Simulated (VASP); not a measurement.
# Hf (P6_3/mmc) in VASP: a series of runs

Runs on Hf. Level: LDA. Tasks: single point.

All numbers are computed with VASP 6.6.1; they aren't measurements. Logs are shortened: lines on timing, memory, paths and dates and some standing lists are left out, and cuts for length are marked.

## Step 1: The cell of the first run

Symmetry: P6_3/mmc, No. 194, hexagonal system. The conventional cell has a = 3.036 Å, b = 3.036 Å, c = 4.848 Å, α = 90.00°, β = 90.00°, γ = 120.00°. Within 3.9 Å of Hf (site symmetry -6m2) lie 12 Hf at 2.99 to 3.04 Å.

## Step 2: Single point, LDA

File INCAR:

```
PREC     = Accurate       # precision mode
ENCUT    = 520            # plane-wave cutoff, eV
EDIFF    = 1E-6           # SCF threshold, eV
ISMEAR   = -1             # smearing method
SIGMA    = 0.1            # smearing width, eV
LREAL    = F              # projectors in reciprocal space
LASPH    = T              # aspherical terms in the spheres
NELM     = 80             # most SCF steps
ALGO     = Normal         # electronic algorithm
ISIF     = 2              # what is computed and relaxed
LWAVE    = F              # write WAVECAR
LCHARG   = F              # write CHGCAR
NBANDS   = 17             # bands
```

File KPOINTS:

```
regular mesh
0
Gamma
  15 15 8
```

File POSCAR:

```
Hf
1.0
    3.0363160239      0.0000000000      0.0000000000
   -1.5181580119      2.6295268106      0.0000000000
    0.0000000000      0.0000000000      4.8475190461
Hf
2
Direct
    0.3333333333      0.6666666667      0.2500000000
    0.6666666667      0.3333333333      0.7500000000
```

Potentials or basis: VASP PAW LDA potentials, release 64 (Hf_pv).

The run is started by

```bash
cat potpaw_LDA.64/Hf_pv/POTCAR > POTCAR
mpirun -np 1 vasp_std > vasp.out
```

OUTCAR:

```text
PREC = Accurate
   ENCUT = 520
   EDIFF = 1E-6
   ISMEAR = -1
   LREAL = F
   LASPH = T
   NELM = 80
   ISIF = 2

 ion  position               nearest neighbor table
   1  0.333  0.667  0.250-   2 2.99   2 2.99   2 2.99   2 2.99   2 2.99   2 2.99
   2  0.667  0.333  0.750-   1 2.99   1 2.99   1 2.99   1 2.99   1 2.99   1 2.99

  LATTYP: Found a hexagonal cell.
 ALAT       =     3.0363160239
 C/A-ratio  =     1.5965133431

  Lattice vectors:

 A1 = (   3.0363160239,   0.0000000000,   0.0000000000)
 A2 = (  -1.5181580119,   2.6295268106,   0.0000000000)
 A3 = (   0.0000000000,   0.0000000000,   4.8475190461)

Analysis of symmetry for initial positions (statically):
=====================================================================
 Subroutine PRICEL returns:
 Original cell was already a primitive cell.

 Routine SETGRP: Setting up the symmetry group for a
 hexagonal supercell.

 Subroutine GETGRP returns: Found 24 space group operations
 (whereof 12 operations were pure point group operations)
 out of a pool of 24 trial point group operations.

The static configuration has the point symmetry D_3d.
 The point group associated with its full space group is D_6h.

Analysis of symmetry for dynamics (positions and initial velocities):
=====================================================================
 Subroutine PRICEL returns:
 Original cell was already a primitive cell.

 Routine SETGRP: Setting up the symmetry group for a
 hexagonal supercell.

 Subroutine GETGRP returns: Found 24 space group operations
 (whereof 12 operations were pure point group operations)
 out of a pool of 24 trial point group operations.

The dynamic configuration has the point symmetry D_3d.
 The point group associated with its full space group is D_6h.

 Subroutine INISYM returns: Found 24 space group operations
 (whereof 12 operations are pure point group operations),
 and found     1 'primitive' translations

----------------------------------------------------------------------------------------

                                     Primitive cell

  volume of cell :      38.7030

  direct lattice vectors                    reciprocal lattice vectors
     3.036316024  0.000000000  0.000000000     0.329346482  0.190148280  0.000000000
    -1.518158012  2.629526811  0.000000000     0.000000000  0.380296560  0.000000000
     0.000000000  0.000000000  4.847519046     0.000000000  0.000000000  0.206291093

  length of vectors
     3.036316024  3.036316024  4.847519046     0.380296560  0.380296560  0.206291093

  position of ions in fractional coordinates (direct lattice)
     0.333333333  0.666666667  0.250000000
     0.666666667  0.333333333  0.750000000

  ion indices of the primitive-cell ions
   primitive index   ion index
                 1           1
                 2           2

----------------------------------------------------------------------------------------

 KPOINTS: regular mesh

Automatic generation of k-mesh.
 Grid dimensions read from file:
 generate k-points for:   15   15    8

 Generating k-lattice:

  Cartesian coordinates                     Fractional coordinates (reciprocal lattice)
     0.021956432  0.012676552  0.000000000     0.066666667  0.000000000  0.000000000
     0.000000000  0.025353104  0.000000000     0.000000000  0.066666667  0.000000000
     0.000000000  0.000000000  0.025786387     0.000000000  0.000000000  0.125000000

  Length of vectors
     0.025353104  0.025353104  0.025786387

  Shift w.r.t. Gamma in fractional coordinates (k-lattice)
     0.000000000  0.000000000  0.000000000

 Subroutine IBZKPT returns following result:
 ===========================================

 Found    135 irreducible k-points:

 Following reciprocal coordinates:
            Coordinates               Weight
  0.000000  0.000000  0.000000      1.000000
  0.066667  0.000000  0.000000      6.000000
  0.133333 -0.000000  0.000000      6.000000
  0.200000  0.000000  0.000000      6.000000
  0.266667 -0.000000  0.000000      6.000000
  0.333333 -0.000000  0.000000      6.000000
[... 16 lines left out ...]
  0.333333  0.200000  0.000000     12.000000
  0.400000  0.200000  0.000000      6.000000
 [... further k-points ...]
   k-points           NKPTS =    135   k-points in BZ     NKDIM =    135   number of bands    NBANDS=     17
   number of dos      NEDOS =    301   number of ions     NIONS =      2
   total plane-waves  NPLWV =  20736
   dimension x,y,z NGX =    24 NGY =   24 NGZ =   36
   dimension x,y,z NGXF=    48 NGYF=   48 NGZF=   72
   ions per type =               2
   NGX,Y,Z   is equivalent  to a cutoff of  13.14, 13.14, 12.35 a.u.
   NGXF,Y,Z  is equivalent  to a cutoff of  26.28, 26.28, 24.69 a.u.
 SYSTEM =  unknown system
   PREC   = accura    normal or accurate (medium, high low for compatibility)
   ISTART =      0    job   : 0-new  1-cont  2-samecut
   ICHARG =      2    charge: 1-file 2-atom 10-const
   ISPIN  =      1    spin polarized calculation?
   LNONCOLLINEAR =      F non collinear calculations
   LSORBIT =      F    spin-orbit coupling
   LASPH  =      T    aspherical Exc in radial PAW
   ENCUT  =  520.0 eV  38.22 Ry    6.18 a.u.   5.65  5.65  9.01*2*pi/ulx,y,z
   NELM   =     80;   NELMIN=  2; NELMDL= -5     # of ELM steps
   EDIFF  = 0.1E-05   stopping-criterion for ELM
   LREAL  =      F    real-space projection
   EDIFFG = 0.1E-04   stopping-criterion for IOM
   NSW    =      0    number of steps for IOM
   IBRION =     -1    ionic relax: 0-MD 1-quasi-New 2-CG
   NFREE  =      0    steps in history (QN), initial steepest desc. (CG)
   ISIF   =      2    stress and relaxation
   ISYM   =      2    0-nonsym 1-usesym 2-fastsym
   POTIM  = 0.5000    time-step for ionic-motion
   TEBEG  =    0.0;   TEEND  =   0.0 temperature during run
   PSTRESS=    0.0 pullay stress
   NELECT =      20.0000    total number of electrons
   NUPDOWN=      -1.0000    fix difference up-down
   EMIN   =  10.00;   EMAX   =-10.00  energy-range for DOS
   EFERMI =   0.00;   METHOD = LEGACY
   ISMEAR =    -1;   SIGMA  =   0.10  broadening in eV -4-tet -1-fermi 0-gaus
   EFERMI_NEDOS =   21; number of points for ismear=-14 and -15
   IALGO  =     38    algorithm
   IMIX   =      4    mixing-type and parameters
     AMIX     =   0.40;   BMIX     =  1.00
     AMIX_MAG =   1.60;   BMIX_MAG =  1.00
  volume/ion in A,a.u.               =      19.35       130.59
  Fermi-wavevector in a.u.,A,eV,Ry     =   1.313722  2.482575 23.481825  1.725865
  Thomas-Fermi vector in A             =   2.444025
   LORBIT       =      0    0 simple, 1 ext, 2 COOP (PROOUT), +10 PAW based schemes
   GGA     = CA    functional components
   LHFCALC =     F    Hartree Fock is set to
   AEXX    =    0.0000 exact exchange contribution
   IVDW    =     0    specifies the selected vdW correction
   LEPSILON=     F    determine dielectric tensor
   LRPA    =     F    only Hartree local field effects (RPA)
 non-spin polarized calculation
  energy-cutoff  :      520.00
  volume of cell :       38.70
 maximum number of plane-waves:      1087
 NGX is ok and might be reduce to    24
   NGX = 11   NGY = 11   NGZ = 19

 number of electron      20.0000003 magnetization

 Free energy of the ion-electron system (eV)
  ---------------------------------------------------
  ext. energy  EPLUGINS =         0.00000000
  ---------------------------------------------------
  free energy    TOTEN  =       -21.32675181 eV

  energy without entropy =      -21.27248607  energy(sigma->0) =      -21.29961894

 E-fermi :   5.8499     XC(G=0): -12.1472

 val. band max:        5.8445900298   @ k =   0.3333   0.2667   0.5000
 cond. band min:       5.8650977787   @ k =   0.1333  -0.0000   0.1250
 fundamental gap:      0.0205077489
 Fermi energy:         5.8499308331

 k-point     1 :       0.0000    0.0000    0.0000
  band No.  band energies     occupation
      1     -25.0463      2.00000
      2     -23.8483      2.00000
      3     -23.8483      2.00000
      4     -23.6541      2.00000
      5     -23.6541      2.00000
      6     -23.6537      2.00000
[... 9 lines left out ...]
     16       8.7980      0.00000
     17      11.9426      0.00000

 k-point     2 :       0.0667    0.0000    0.0000
  band No.  band energies     occupation
      1     -25.0276      2.00000
      2     -23.8914      2.00000
      3     -23.8623      2.00000
      4     -23.6998      2.00000
      5     -23.6617      2.00000
      6     -23.6596      2.00000
[... 9 lines left out ...]
     16       8.6381      0.00000
     17      12.0783      0.00000

 k-point     3 :       0.1333   -0.0000    0.0000
  band No.  band energies     occupation
      1     -24.9731      2.00000
      2     -24.0131      2.00000
      3     -23.9010      2.00000
      4     -23.8256      2.00000
      5     -23.6861      2.00000
      6     -23.6761      2.00000
[... 9 lines left out ...]
     16       8.5465      0.00000
     17      12.3895      0.00000

 k-point     4 :       0.2000    0.0000    0.0000
  band No.  band energies     occupation
      1     -24.8874      2.00000
      2     -24.1914      2.00000
      3     -24.0031      2.00000
      4     -23.9557      2.00000
      5     -23.7271      2.00000
      6     -23.7021      2.00000
[... 9 lines left out ...]
     16       9.2426      0.00000
     17      12.7242      0.00000
[... 343 lines left out ...]
      1     -24.6099      2.00000
      2     -24.5107      2.00000
      3     -24.4954      2.00000
      4     -24.1853      2.00000
      5     -23.9659      2.00000
      6     -23.9534      2.00000
[... 9 lines left out ...]
     16      12.6530      0.00000
     17      13.3169      0.00000

 k-point    23 :       0.3333    0.2000    0.0000
  band No.  band energies     occupation
      1     -24.6938      2.00000
      2     -24.5008      2.00000
      3     -24.4057      2.00000
      4     -24.2772      2.00000
      5     -24.0332      2.00000
      6     -24.0115      2.00000
[... 9 lines left out ...]
     16      12.6211      0.00000
     17      14.0435      0.00000

 k-point    24 :       0.4000    0.2000    0.0000
  band No.  band energies     occupation
      1     -24.7230      2.00000
      2     -24.4932      2.00000
      3     -24.3545      2.00000
      4     -24.3199      2.00000
      5     -24.0754      2.00000
      6     -24.0272      2.00000
[... 9 lines left out ...]
     16      12.6087      0.00000
     17      13.5385      0.00000

 [... further k-points ...]
[... 5 lines left out ...]
  --------------------------------------------------------------------------------------
  -------------------------------------------------------------------------------------
  Total        2.4547055      2.4547055      2.4495629      0.0000000      0.0000000      0.0000000
  in kB      101.6168843    101.6168843    101.4039968      0.0000000      0.0000000      0.0000000
  external PRESSURE =     101.5459218 kB  Pullay stress =       0.0000000 kB

 VOLUME and BASIS-vectors are now :
 -----------------------------------------------------------------------------
  energy-cutoff  :      520.00
  volume of cell :       38.70
      direct lattice vectors                 reciprocal lattice vectors
     3.036316024  0.000000000  0.000000000     0.329346482  0.190148280  0.000000000
    -1.518158012  2.629526811  0.000000000     0.000000000  0.380296560  0.000000000
     0.000000000  0.000000000  4.847519046     0.000000000  0.000000000  0.206291093

 POSITION                                       TOTAL-FORCE (eV/Angst)
 -----------------------------------------------------------------------------------
     -0.00000      1.75302      1.21188        -0.000000      0.000000      0.000000
      1.51816      0.87651      3.63564         0.000000     -0.000000      0.000000
 -----------------------------------------------------------------------------------
    total drift:                               -0.000000      0.000000     -0.000000

  FREE ENERGIE OF THE ION-ELECTRON SYSTEM (eV)
  ---------------------------------------------------
  free  energy   TOTEN  =       -21.3267518103 eV

  energy  without entropy=      -21.2724860741  energy(sigma->0) =      -21.29961894
```

It took 79 s on 1 thread of Intel Xeon 8259CL, shared host; peak memory 0.19 GiB.

Results:

```yaml
Free_energy: -21.3268 eV
Pressure: 10.2 GPa
Band_gap_on_the_k_mesh: zero (bands 10 and 11 overlap by 1.52 eV)
```

Levels at points of the mesh, in eV from the Fermi level:
```tsv
k point	band 7	band 8	band 9	band 10	band 11	band 12	band 13	band 14
(0.00, 0.00, 0.00)	-7.76	-4.18	1.16	1.16	1.36	1.38	2.12	2.12
(0.00, 0.00, 0.50)	-5.54	-5.54	0.07	0.07	1.05	1.05	1.05	1.05
```

Caveat: the cell stands under pressure; spin-orbit coupling is left out, which moves the levels of the heavy elements.

## Step 3: Single point, LDA

File INCAR:

```
PREC = Accurate
ENCUT = 520
EDIFF = 1E-6
ISMEAR = -1
SIGMA = 0.1
LREAL = F
LASPH = T
NELM = 100
ALGO = Normal
ISIF = 2
LWAVE = F
LCHARG = T
GGA = CA
LELF = T
LVHAR = T
NBANDS = 17
```

KPOINTS is that of step 2.

File POSCAR:

```
Hf
1.0
    3.0367503394      0.0000000000      0.0000000000
   -1.5183751697      2.6299029389      0.0000000000
    0.0000000000      0.0000000000      4.8479087974
Hf
2
Direct
    0.3333333333      0.6666666667      0.2500000000
    0.6666666667      0.3333333333      0.7500000000
```

Potentials or basis: VASP PAW LDA potentials, release 64 (Hf_pv).

The run is started by

```bash
cat potpaw_LDA.64/Hf_pv/POTCAR > POTCAR
mpirun -np 1 vasp_std > vasp.out
```

Wall time 90 s (1 thread of Intel Xeon 8259CL, shared host); peak memory 0.2 GiB.

Results (log left out):

```
Free energy            : -21.3277 eV
Pressure               : 10.1 GPa
Band gap on the k mesh : zero (bands 10 and 11 overlap by 1.52 eV)
```

Levels at points of the mesh, in eV from the Fermi level:
```tsv
k point	band 8	band 9	band 10	band 11	band 12	band 13
(0.00, 0.00, 0.00)	-4.18	1.16	1.16	1.36	1.38	2.12
(0.00, 0.00, 0.50)	-5.54	0.07	0.07	1.05	1.05	1.05
```

Caveat: the cell stands under pressure; spin-orbit coupling is left out, which moves the levels of the heavy elements.
